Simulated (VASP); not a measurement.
Write the native input for VASP 6.6.1 that does the following.

| Quantity | Value |
| --- | --- |
| Task | single point |
| Functional | PBE |
| Potentials or basis | VASP PAW PBE potentials, release 64 (K_sv) |
| Cutoff | 520 eV |
| k mesh | 6 × 6 × 6 |
| Occupations | gaussian, width 0.1 eV |
| Spin | no spin polarisation |
| Dipole correction | no |
| Further INCAR settings | ALGO = Fast; EDIFF = 1e-07; NBANDS = 10 |

The structure of K lies in POSCAR:

```
K
1.0
   -2.6125000000      2.6125000000      2.6125000000
    2.6125000000     -2.6125000000      2.6125000000
    2.6125000000      2.6125000000     -2.6125000000
K
1
Direct
    0.0000000000      0.0000000000      0.0000000000
```

One way to write it, as run:

INCAR

```
SYSTEM = K
  ALGO = Fast
  EDIFF = 1E-7
  ENCUT = 520
  GGA = PE
  ISIF = 2
  ISMEAR = 0
  LASPH = .TRUE.
  LCHARG = .FALSE.
  LREAL = .FALSE.
  LWAVE = .FALSE.
  NBANDS = 10
  NELM = 100
  PREC = Accurate
  SIGMA = 0.1
```

KPOINTS

```
k-points
0
G
  6 6 6
  0 0 0
```

Potentials or basis: VASP PAW PBE potentials, release 64 (K_sv).

Run with:

```sh
$ cat potpaw_PBE.64/K_sv/POTCAR > POTCAR
$ mpirun -np 1 vasp_std > vasp.out
```

It gave:

```yaml
Pressure: 0.1 GPa
```

Wall time 7.8 s on 1 thread of Intel(R) Xeon(R) 6975P-C (Granite Rapids), on a shared host, peak memory 0.19 GiB.
